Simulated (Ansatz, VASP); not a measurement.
# PbF2 in VASP and in Ansatz

File INCAR:

```
SYSTEM = PbF2
ALGO = Normal
EDIFF = 1E-6
ENCUT = 520
GGA = PE
ISIF = 2
ISMEAR = 0
IVDW = 12
LASPH = .True.
LCHARG = .False.
LREAL = .False.
LWAVE = .False.
NBANDS = 21
NELM = 60
PREC = Accurate
SIGMA = 0.05
```

Contents of KPOINTS:

```
k-points
0
Gamma
  8 8 8
  0 0 0
```

The input POSCAR:

```
PbF2
1.0
    0.0000000000      2.9253022500      2.8807545000
    2.9253022500      0.0000000000      2.8807545000
    2.9253022500      2.9253022500      0.0000000000
Pb F
1 2
Direct
    0.0000000000      0.0000000000      0.0000000000
    0.2500000000      0.2500000000      0.2500000000
    0.7500000000      0.7500000000      0.7500000000
```

Input for Ansatz:

```yaml
crystal:
  lattice:
    - [0.0, 2.92530225, 2.8807545]
    - [2.92530225, 0.0, 2.8807545]
    - [2.92530225, 2.92530225, 0.0]
  atoms:
    - { symbol: Pb, position: [0.0, 0.0, 0.0] }
    - { symbol: F, position: [0.25, 0.25, 0.25] }
    - { symbol: F, position: [0.75, 0.75, 0.75] }
basis:
  ecutwfc: 420
kpoints:
  mp_grid: { grid: [8, 8, 8] }
hamiltonian:
  xc: pbe
  dispersion: d3bj
scf:
  occupations: { method: gaussian, width: 0.05 }
output:
  forces: true
  stress: true
  eigenvalues: true
```

Change from the starting cell: strain -0.015 along x and y, -0.030 along z, atoms carried along.

Alike in both runs: task single point; functional PBE; dispersion D3(BJ); k mesh 8 × 8 × 8; occupations gaussian, width 0.05 eV; no spin polarisation.

|  | VASP | Ansatz |
| --- | --- | --- |
| version | VASP 6.6.1 | Ansatz 0.2.0 |
| potentials or method | VASP PAW PBE potentials, release 64 (Pb_d, F), cutoff 520 eV | scalar-relativistic, plane waves, PAW |
| valence electrons in the cell | 28 | 28 |

Ansatz gave:

```
gap on the k mesh at the Fermi level (eV)                     : 4.34
least direct gap on the mesh (eV)                             : 4.54
pressure (GPa)                                                : 6.0
traceless stress, the component that is largest in VASP (GPa) : 0.50
```

**Question.** What did VASP give for the same quantities?

**Answer.** gap on the k mesh at the Fermi level (eV): 4.33; least direct gap on the mesh (eV): 4.54; pressure (GPa): 5.8; traceless stress, the component that is largest in VASP (GPa): 0.50.

Spin-orbit coupling is off throughout.
